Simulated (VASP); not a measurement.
# Nb3C5 (Pmmm) in VASP: further runs

The runs below take Nb3C5 through single point, with PBE.

Everything below comes from runs of VASP 6.6.1. Logs are shortened: lines on timing, memory, paths and dates and some standing lists are left out, and cuts for length are marked.

## 1. The cell of the first run

The structure is orthorhombic, space group Pmmm (No. 47). The conventional cell has a = 2.943 Å, b = 3.022 Å, c = 8.806 Å, α = 90.00°, β = 90.00°, γ = 90.00°. Within 3.1 Å of Nb (site symmetry mm2) lie 10 C at 2.21 to 2.89 Å and 6 Nb at 2.86 to 3.02 Å. Nb (site symmetry mmm) has 8 C at 2.24 Å and 8 Nb at 2.86 to 3.02 Å within 3.1 Å. C (site symmetry mm2) has 1 C at 1.33 Å within 1.8 Å. Within 2.0 Å of C (site symmetry mm2) lie 1 C at 1.54 Å. C (site symmetry mmm) has 2 C at 1.33 Å within 1.8 Å.

## 2. Single point, PBE (9.79 Å³/atom)

The input, INCAR:

```
SYSTEM = Nb3C5
PREC     = Accurate       ! precision mode
ENCUT    = 520            ! plane-wave cutoff, eV
EDIFF    = 1E-7           ! SCF threshold, eV
ISMEAR   = 0              ! smearing method
SIGMA    = 0.1            ! smearing width, eV
LREAL    = .FALSE.        ! projectors in reciprocal space
LASPH    = .TRUE.         ! aspherical terms in the spheres
NELM     = 60             ! most SCF steps
ALGO     = Normal         ! electronic algorithm
ISIF     = 2              ! what is computed and relaxed
LWAVE    = .FALSE.        ! write WAVECAR
LCHARG   = .FALSE.        ! write CHGCAR
GGA      = PE             ! functional
NBANDS   = 40             ! bands
```

The input, KPOINTS:

```
regular mesh
0
G
  10 10 4
  0 0 0
```

The input, POSCAR:

```
Nb3C5
1.0
    2.9426152881      0.0000000000      0.0000000000
    0.0000000000      3.0217566106      0.0000000000
    0.0000000000      0.0000000000      8.8064069721
Nb C
3 5
Direct
    0.0000000000      0.5000000000      0.7240385888
    0.0000000000      0.5000000000      0.2759614112
    0.0000000000      0.0000000000      0.0000000000
    0.5000000000      0.0000000000      0.6504650268
    0.5000000000      0.5000000000      0.0871932645
    0.5000000000      0.5000000000      0.9128067355
    0.5000000000      0.0000000000      0.3495349732
    0.5000000000      0.0000000000      0.5000000000
```

Potentials or basis: VASP PAW PBE potentials, release 64 (Nb_sv, C).

The run is started by

```bash
cat potpaw_PBE.64/Nb_sv/POTCAR potpaw_PBE.64/C/POTCAR > POTCAR
mpirun -np 1 vasp_std > vasp.out
```

OUTCAR:

```text
SYSTEM = Nb3C5
   PREC = Accurate
   ENCUT = 520
   EDIFF = 1E-7
   ISMEAR = 0
   LREAL = .FALSE.
   LASPH = .TRUE.
   NELM = 60
   ISIF = 2
   GGA = PE

 ion  position               nearest neighbor table
   1  0.000  0.500  0.724-   4 2.21   4 2.21   4 2.21   4 2.21   6 2.22   6 2.22   3 2.86   3 2.86

   2  0.000  0.500  0.276-   7 2.21   7 2.21   7 2.21   7 2.21   5 2.22   5 2.22   3 2.86   3 2.86

   3  0.000  0.000  0.000-   5 2.24   6 2.24   5 2.24   6 2.24   5 2.24   6 2.24   5 2.24   6 2.24
                             1 2.86   2 2.86   1 2.86   2 2.86
   4  0.500  0.000  0.650-   8 1.33   1 2.21   1 2.21   1 2.21   1 2.21
   5  0.500  0.500  0.087-   6 1.54   2 2.22   2 2.22   3 2.24   3 2.24   3 2.24   3 2.24
   6  0.500  0.500  0.913-   5 1.54   1 2.22   1 2.22   3 2.24   3 2.24   3 2.24   3 2.24
   7  0.500  0.000  0.350-   8 1.33   2 2.21   2 2.21   2 2.21   2 2.21
   8  0.500  0.000  0.500-   4 1.33   7 1.33

  LATTYP: Found a simple orthorhombic cell.
 ALAT       =     2.9426152881
 B/A-ratio  =     1.0268948927
 C/A-ratio  =     2.9927143408

  Lattice vectors:

 A1 = (   2.9426152881,   0.0000000000,   0.0000000000)
 A2 = (   0.0000000000,   3.0217566106,   0.0000000000)
 A3 = (   0.0000000000,   0.0000000000,   8.8064069721)

Analysis of symmetry for initial positions (statically):
=====================================================================
 Subroutine PRICEL returns:
 Original cell was already a primitive cell.

 Routine SETGRP: Setting up the symmetry group for a
 simple orthorhombic supercell.

 Subroutine GETGRP returns: Found  8 space group operations
 (whereof  8 operations were pure point group operations)
 out of a pool of  8 trial point group operations.

The static configuration has the point symmetry D_2h.

Analysis of symmetry for dynamics (positions and initial velocities):
=====================================================================
 Subroutine PRICEL returns:
 Original cell was already a primitive cell.

 Routine SETGRP: Setting up the symmetry group for a
 simple orthorhombic supercell.

 Subroutine GETGRP returns: Found  8 space group operations
 (whereof  8 operations were pure point group operations)
 out of a pool of  8 trial point group operations.

The dynamic configuration has the point symmetry D_2h.

 Subroutine INISYM returns: Found  8 space group operations
 (whereof  8 operations are pure point group operations),
 and found     1 'primitive' translations

----------------------------------------------------------------------------------------

                                     Primitive cell

  volume of cell :      78.3054

  direct lattice vectors                    reciprocal lattice vectors
     2.942615288  0.000000000  0.000000000     0.339833754  0.000000000  0.000000000
     0.000000000  3.021756611  0.000000000     0.000000000  0.330933337  0.000000000
     0.000000000  0.000000000  8.806406972     0.000000000  0.000000000  0.113553689

  length of vectors
     2.942615288  3.021756611  8.806406972     0.339833754  0.330933337  0.113553689

  position of ions in fractional coordinates (direct lattice)
     0.000000000  0.500000000  0.724038589
     0.000000000  0.500000000  0.275961411
     0.000000000  0.000000000  0.000000000
     0.500000000  0.000000000  0.650465027
     0.500000000  0.500000000  0.087193265
     0.500000000  0.500000000  0.912806735
     0.500000000  0.000000000  0.349534973
     0.500000000  0.000000000  0.500000000

  ion indices of the primitive-cell ions
   primitive index   ion index
                 1           1
                 2           2
                 3           3
                 4           4
                 5           5
                 6           6
                 7           7
                 8           8

----------------------------------------------------------------------------------------

 KPOINTS: regular mesh

Automatic generation of k-mesh.
 Grid dimensions read from file:
 generate k-points for:   10   10    4

 Generating k-lattice:

  Cartesian coordinates                     Fractional coordinates (reciprocal lattice)
     0.033983375  0.000000000  0.000000000     0.100000000  0.000000000  0.000000000
     0.000000000  0.033093334  0.000000000     0.000000000  0.100000000  0.000000000
     0.000000000  0.000000000  0.028388422     0.000000000  0.000000000  0.250000000

  Length of vectors
     0.033983375  0.033093334  0.028388422

  Shift w.r.t. Gamma in fractional coordinates (k-lattice)
     0.000000000  0.000000000  0.000000000

 Subroutine IBZKPT returns following result:
 ===========================================

 Found    108 irreducible k-points:

 Following reciprocal coordinates:
            Coordinates               Weight
  0.000000  0.000000  0.000000      1.000000
  0.100000  0.000000  0.000000      2.000000
  0.200000  0.000000  0.000000      2.000000
  0.300000  0.000000  0.000000      2.000000
[... 28 lines left out ...]
   IBRION =     -1    ionic relax: 0-MD 1-quasi-New 2-CG
   NFREE  =      0    steps in history (QN), initial steepest desc. (CG)
   ISIF   =      2    stress and relaxation
   ISYM   =      2    0-nonsym 1-usesym 2-fastsym
   POTIM  = 0.5000    time-step for ionic-motion
   TEBEG  =    0.0;   TEEND  =   0.0 temperature during run
   PSTRESS=    0.0 pullay stress
   NELECT =      59.0000    total number of electrons
   NUPDOWN=      -1.0000    fix difference up-down
   EMIN   =  10.00;   EMAX   =-10.00  energy-range for DOS
   EFERMI =   0.00;   METHOD = LEGACY
   ISMEAR =     0;   SIGMA  =   0.10  broadening in eV -4-tet -1-fermi 0-gaus
   EFERMI_NEDOS =   21; number of points for ismear=-14 and -15
   IALGO  =     38    algorithm
   IMIX   =      4    mixing-type and parameters
     AMIX     =   0.40;   BMIX     =  1.00
     AMIX_MAG =   1.60;   BMIX_MAG =  1.00
  volume/ion in A,a.u.               =       9.79        66.05
  Fermi-wavevector in a.u.,A,eV,Ry     =   1.489687  2.815100 30.193591  2.219166
  Thomas-Fermi vector in A             =   2.602564
   LORBIT       =      0    0 simple, 1 ext, 2 COOP (PROOUT), +10 PAW based schemes
   GGA     = PE    functional components
   LHFCALC =     F    Hartree Fock is set to
   AEXX    =    0.0000 exact exchange contribution
   IVDW    =     0    specifies the selected vdW correction
   LEPSILON=     F    determine dielectric tensor
   LRPA    =     F    only Hartree local field effects (RPA)
 non-spin polarized calculation
 Gauss-broadening in eV      SIGMA  =   0.10
  energy-cutoff  :      520.00
  volume of cell :       78.31
 maximum number of plane-waves:      2128
 NGX is ok and might be reduce to    24
   NGX = 11   NGY = 11   NGZ = 33

 number of electron      59.0000003 magnetization

 Free energy of the ion-electron system (eV)
  ---------------------------------------------------
  ext. energy  EPLUGINS =         0.00000000
  ---------------------------------------------------
  free energy    TOTEN  =       -75.94927279 eV

  energy without entropy =      -75.93386401  energy(sigma->0) =      -75.94156840

 E-fermi :  12.1001     XC(G=0): -12.9928

 val. band max:       12.0968111660   @ k =   0.3000   0.4000   0.2500
 cond. band min:      12.1036650591   @ k =   0.2000   0.1000   0.5000
 fundamental gap:      0.0068538931
 Fermi energy:        12.1001018333

 k-point     1 :       0.0000    0.0000    0.0000
  band No.  band energies     occupation
      1     -43.2845      2.00000
      2     -43.2251      2.00000
      3     -43.1203      2.00000
      4     -19.8382      2.00000
      5     -19.5286      2.00000
      6     -19.3306      2.00000
[... 32 lines left out ...]
     39      16.0649      0.00000
     40      16.4859      0.00000

 k-point     2 :       0.1000    0.0000    0.0000
  band No.  band energies     occupation
      1     -43.2759      2.00000
      2     -43.2170      2.00000
      3     -43.1121      2.00000
      4     -19.8243      2.00000
      5     -19.5170      2.00000
      6     -19.3182      2.00000
[... 935 lines left out ...]
     39      17.4968      0.00000
     40      18.2315      0.00000

 k-point    24 :       0.5000    0.3000    0.0000
  band No.  band energies     occupation
      1     -43.1257      2.00000
      2     -43.1003      2.00000
      3     -43.0190      2.00000
      4     -19.9802      2.00000
      5     -19.8211      2.00000
      6     -19.7922      2.00000
[... 32 lines left out ...]
     39      17.4960      0.00000
     40      18.1285      0.00000

 [... further k-points ...]

------------------------ aborting loop because EDIFF is reached ----------------------------------------

  FORCE on cell =-STRESS in cart. coord.  units (eV):
  Direction    XX          YY          ZZ          XY          YZ          ZX
  --------------------------------------------------------------------------------------
  -------------------------------------------------------------------------------------
  Total       13.1255464     13.1514733     13.3593857      0.0000000      0.0000000      0.0000000
  in kB      268.5568632    269.0873439    273.3413599      0.0000000      0.0000000      0.0000000
  external PRESSURE =     270.3285223 kB  Pullay stress =       0.0000000 kB

 VOLUME and BASIS-vectors are now :
 -----------------------------------------------------------------------------
  energy-cutoff  :      520.00
  volume of cell :       78.31
      direct lattice vectors                 reciprocal lattice vectors
     2.942615288  0.000000000  0.000000000     0.339833754  0.000000000  0.000000000
     0.000000000  3.021756611  0.000000000     0.000000000  0.330933337  0.000000000
     0.000000000  0.000000000  8.806406972     0.000000000  0.000000000  0.113553689

 POSITION                                       TOTAL-FORCE (eV/Angst)
 -----------------------------------------------------------------------------------
      0.00000      1.51088      6.37618         0.000000      0.000000      0.021863
      0.00000      1.51088      2.43023        -0.000000      0.000000     -0.021863
      0.00000      0.00000      0.00000         0.000000      0.000000     -0.000000
      1.47131      0.00000      5.72826         0.000000      0.000000      0.052477
      1.47131      1.51088      0.76786         0.000000      0.000000      0.048713
      1.47131      1.51088      8.03855         0.000000      0.000000     -0.048713
      1.47131      0.00000      3.07815         0.000000     -0.000000     -0.052477
      1.47131      0.00000      4.40320         0.000000      0.000000     -0.000000
 -----------------------------------------------------------------------------------
    total drift:                                0.000000     -0.000000      0.000000

  FREE ENERGIE OF THE ION-ELECTRON SYSTEM (eV)
  ---------------------------------------------------
  free  energy   TOTEN  =       -75.9492727914 eV

  energy  without entropy=      -75.9338640068  energy(sigma->0) =      -75.94156840
```

Run time: 11 min. Hardware: 1 thread of Intel Xeon 8259CL, shared host; peak memory 0.37 GiB.

What came out:

| Item | Value |
| --- | --- |
| Free energy | -75.9493 eV |
| Pressure | 27.0 GPa |
| Largest force | 0.052 eV/Å |
| Band gap on the k mesh | zero (an odd number of electrons rules out a gap without spin polarisation) |

Forces in eV/Å, atoms in the order of the input:
```
Nb   0.000  0.000  0.022
Nb   0.000  0.000 -0.022
Nb   0.000  0.000  0.000
C    0.000  0.000  0.052
C    0.000  0.000  0.049
C    0.000  0.000 -0.049
C    0.000  0.000 -0.052
C    0.000  0.000  0.000
```

Levels at points of the mesh, in eV from the Fermi level:
```tsv
k point	band 28	band 29	band 30	band 31	band 32	band 33
(0.00, 0.00, 0.00)	-2.92	-1.38	-0.87	1.37	1.49	2.31
(0.50, 0.00, 0.00)	-0.76	-0.43	0.20	0.74	1.25	1.51
(0.00, 0.50, 0.00)	-2.47	-1.04	-0.04	0.98	1.59	1.67
(0.50, 0.50, 0.00)	-1.87	0.83	0.86	2.30	2.36	3.36
(0.00, 0.00, 0.50)	-2.46	-1.69	-0.98	1.14	1.37	2.29
(0.50, 0.00, 0.50)	-0.73	-0.49	-0.04	0.10	1.46	1.59
(0.00, 0.50, 0.50)	-2.61	-1.09	0.54	0.58	1.86	2.02
(0.50, 0.50, 0.50)	-1.49	0.33	1.18	2.26	2.60	2.87
```

Caveat: the cell stands under pressure; an odd number of electrons without spin polarisation forces a metal; a magnetic or distorted state may lie lower.

## 3. Single point, PBE (10.43 Å³/atom)

This run uses another cell than the first one, of 10.43 Å³/atom.

The input, INCAR:

```
SYSTEM = Nb3C5
PREC     = Accurate       ! precision mode
ENCUT    = 520            ! plane-wave cutoff, eV
EDIFF    = 1E-6           ! SCF threshold, eV
ISMEAR   = 0              ! smearing method
SIGMA    = 0.1            ! smearing width, eV
LREAL    = .False.        ! projectors in reciprocal space
LASPH    = .True.         ! aspherical terms in the spheres
NELM     = 60             ! most SCF steps
ALGO     = Normal         ! electronic algorithm
ISIF     = 2              ! what is computed and relaxed
LWAVE    = .False.        ! write WAVECAR
LCHARG   = .False.        ! write CHGCAR
GGA      = PE             ! functional
NBANDS   = 40             ! bands
```

The input, KPOINTS:

```
regular mesh
0
Gamma
  10 10 4
  0 0 0
```

The input, POSCAR:

```
Nb3C5
1.0
    2.9949889124      0.0000000000      0.0000000000
    0.0000000000      3.0847834414      0.0000000000
    0.0000000000      0.0000000000      9.0344592130
Nb C
3 5
Direct
    0.0000000000      0.5000000000      0.7270676452
    0.0000000000      0.5000000000      0.2729323548
    0.0000000000      0.0000000000      0.0000000000
    0.5000000000      0.0000000000      0.6481173707
    0.5000000000      0.5000000000      0.0855151957
    0.5000000000      0.5000000000      0.9144848043
    0.5000000000      0.0000000000      0.3518826293
    0.5000000000      0.0000000000      0.5000000000
```

Potentials or basis: VASP PAW PBE potentials, release 64 (Nb_sv, C).

The run is started by

```bash
cat potpaw_PBE.64/Nb_sv/POTCAR potpaw_PBE.64/C/POTCAR > POTCAR
mpirun -np 1 vasp_std > vasp.out
```

Wall time 9 min (1 thread of Intel Xeon 8259CL, shared host); peak memory 0.38 GiB.

It converged, with:

```
Free energy            : -76.4918 eV
Pressure               : 7.5 GPa
Largest force          : 0.051 eV/Å
Band gap on the k mesh : zero (an odd number of electrons rules out a gap without spin polarisation)
```

Forces in eV/Å, atoms in the order of the input:
```
Nb   0.000  0.000  0.017
Nb   0.000  0.000 -0.017
Nb   0.000  0.000  0.000
C    0.000  0.000  0.051
C    0.000  0.000  0.043
C    0.000  0.000 -0.043
C    0.000  0.000 -0.051
C    0.000  0.000  0.000
```

Stress tensor (GPa, compression positive):
```
7.32 0.00 0.00
0.00 7.37 0.00
0.00 0.00 7.75
```

Levels at points of the mesh, in eV from the Fermi level:
```tsv
k point	band 26	band 27	band 28	band 29	band 30	band 31	band 32	band 33
(0.00, 0.00, 0.00)	-2.85	-2.74	-2.70	-1.31	-0.78	1.23	1.23	2.18
(0.50, 0.00, 0.00)	-2.95	-2.85	-0.66	-0.46	0.23	0.68	1.14	1.50
(0.00, 0.50, 0.00)	-2.90	-2.60	-2.25	-0.96	-0.25	0.93	1.47	1.57
(0.50, 0.50, 0.00)	-3.82	-3.77	-1.82	0.78	0.91	2.11	2.16	3.05
(0.00, 0.00, 0.50)	-2.77	-2.55	-2.31	-1.63	-0.92	0.92	1.23	2.16
(0.50, 0.00, 0.50)	-3.19	-2.19	-0.68	-0.50	-0.04	0.15	1.25	1.31
(0.00, 0.50, 0.50)	-3.13	-3.05	-2.63	-1.00	0.30	0.50	1.71	1.98
(0.50, 0.50, 0.50)	-3.95	-3.35	-1.45	0.22	1.23	2.00	2.52	2.59
```

Caveat: the cell stands under pressure; an odd number of electrons without spin polarisation forces a metal; a magnetic or distorted state may lie lower.

## 4. Single point, PBE

This run uses another cell than the first one, of 10.76 Å³/atom.

The input, INCAR:

```
SYSTEM = Nb3C5
  ALGO = Normal
  EDIFF = 1E-6
  ENCUT = 520
  GGA = PE
  ISIF = 2
  ISMEAR = 0
  LASPH = .True.
  LCHARG = .True.
  LELF = .True.
  LREAL = .False.
  LVHAR = .True.
  LWAVE = .False.
  NBANDS = 40
  NELM = 100
  PREC = Accurate
  SIGMA = 0.1
```

The input, KPOINTS:

```
k-points
0
Gamma
  10 10 4
  0 0 0
```

The input, POSCAR:

```
Nb3C5
1.0
    3.0209686107      0.0000000000      0.0000000000
    0.0000000000      3.1160591011      0.0000000000
    0.0000000000      0.0000000000      9.1410993331
Nb C
3 5
Direct
    0.0000000000      0.5000000000      0.7285348831
    0.0000000000      0.5000000000      0.2714651169
    0.0000000000      0.0000000000      0.0000000000
    0.5000000000      0.0000000000      0.6470111549
    0.5000000000      0.5000000000      0.0846560670
    0.5000000000      0.5000000000      0.9153439330
    0.5000000000      0.0000000000      0.3529888451
    0.5000000000      0.0000000000      0.5000000000
```

The run is started by

```bash
cat potpaw_PBE.64/Nb_sv/POTCAR potpaw_PBE.64/C/POTCAR > POTCAR
mpirun -np 1 vasp_std > vasp.out
```

It took 11 min on 1 thread of Intel Xeon 8259CL, shared host; peak memory 0.38 GiB.

It converged, with:

```yaml
Free_energy: -76.5498 eV
Pressure: -0.2 GPa
Largest_force: 0.049 eV/Å
Band_gap_on_the_k_mesh: zero (an odd number of electrons rules out a gap without spin polarisation)
```

Forces on the atoms (eV/Å):
```
Nb   0.000  0.000  0.016
Nb   0.000  0.000 -0.016
Nb   0.000  0.000  0.000
C    0.000  0.000  0.049
C    0.000  0.000  0.045
C    0.000  0.000 -0.045
C    0.000  0.000 -0.049
C    0.000  0.000  0.000
```

Stress tensor (GPa, compression positive):
```
-0.36  0.00  0.00
 0.00 -0.33  0.00
 0.00  0.00  0.02
```

Levels at points of the mesh, in eV from the Fermi level:
```tsv
k point	band 26	band 27	band 28	band 29	band 30	band 31	band 32	band 33	band 34	band 35
(0.00, 0.00, 0.00)	-2.79	-2.65	-2.59	-1.26	-0.73	1.11	1.15	2.00	2.12	2.12
(0.50, 0.00, 0.00)	-2.89	-2.74	-0.60	-0.47	0.25	0.65	1.10	1.50	1.60	2.93
(0.00, 0.50, 0.00)	-2.84	-2.62	-2.13	-0.92	-0.33	0.91	1.42	1.52	2.15	2.26
(0.50, 0.50, 0.00)	-3.73	-3.71	-1.80	0.75	0.93	2.04	2.08	2.92	3.55	3.78
(0.00, 0.00, 0.50)	-2.66	-2.49	-2.24	-1.58	-0.88	0.82	1.16	2.11	2.20	2.26
(0.50, 0.00, 0.50)	-3.06	-2.14	-0.66	-0.51	-0.04	0.18	1.11	1.24	2.39	2.97
(0.00, 0.50, 0.50)	-3.03	-3.01	-2.61	-0.95	0.19	0.49	1.65	1.95	1.96	2.05
(0.50, 0.50, 0.50)	-3.98	-3.31	-1.44	0.17	1.27	1.91	2.46	2.50	3.49	3.74
```

Caveat: an odd number of electrons without spin polarisation forces a metal; a magnetic or distorted state may lie lower.

## 5. Overview

| cell | gap on the mesh (eV) | pressure (GPa) | largest force (eV/Å) |
| --- | --- | --- | --- |
| a = 2.943, b = 3.022, c = 8.806 Å, 8 atoms, atomic positions A | none | 27.0 | 0.05 |
| a = 2.995, b = 3.085, c = 9.034 Å, 8 atoms, atomic positions B | none | 7.5 | 0.05 |
| a = 3.021, b = 3.116, c = 9.141 Å, 8 atoms, atomic positions C | none | -0.2 | 0.05 |

Alike in all rows: task single point; level PBE; potentials or basis VASP PAW PBE potentials, release 64 (Nb_sv, C); no spin polarisation; k mesh 10 × 10 × 4; cutoff (eV) 520; smearing gaussian 0.1 eV.

Caveats: an odd number of electrons without spin polarisation forces a metal; a magnetic or distorted state may lie lower; the cell stands under pressure (at least some runs).

Total energies depend on the potentials used, so only differences within one code and one set of settings carry meaning.
